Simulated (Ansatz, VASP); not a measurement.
## NaCl in VASP and in Ansatz

```
Na Cl
1.0
     0.00000    2.80175    2.80175
     2.80175    0.00000    2.80175
     2.80175    2.80175    0.00000
Na Cl
1 1
Direct
  0.00000 0.00000 0.00000
  0.50000 0.50000 0.50000
```

Alike in both runs: task relaxation of cell and atoms; functional PBE; k mesh 8 × 8 × 8; occupations gaussian, width 0.02 eV; no spin polarisation.

|  | VASP | Ansatz |
| --- | --- | --- |
| version | VASP 6.6.1 | Ansatz 0.2.0 |
| potentials or method | VASP PAW PBE potentials, release 64 (Na_pv, Cl), cutoff 500 eV | scalar-relativistic, plane waves, PAW |
| valence electrons in the cell | 14 | 16 |

VASP gave:

```
gap on the k mesh at the Fermi level, each at its own relaxed structure (eV) : 5.01
relaxed volume (Å³/atom)                                                     : 23.02
relaxed cell length with the largest relative difference (Å)                 : 4.023
```

Which values does Ansatz return?

gap on the k mesh at the Fermi level, each at its own relaxed structure (eV): 5.00; relaxed volume (Å³/atom): 23.10; relaxed cell length with the largest relative difference (Å): 4.028.

VASP's potentials hold 14 valence electrons a cell and Ansatz's 16, so a difference there can come from the potentials and not from the codes.
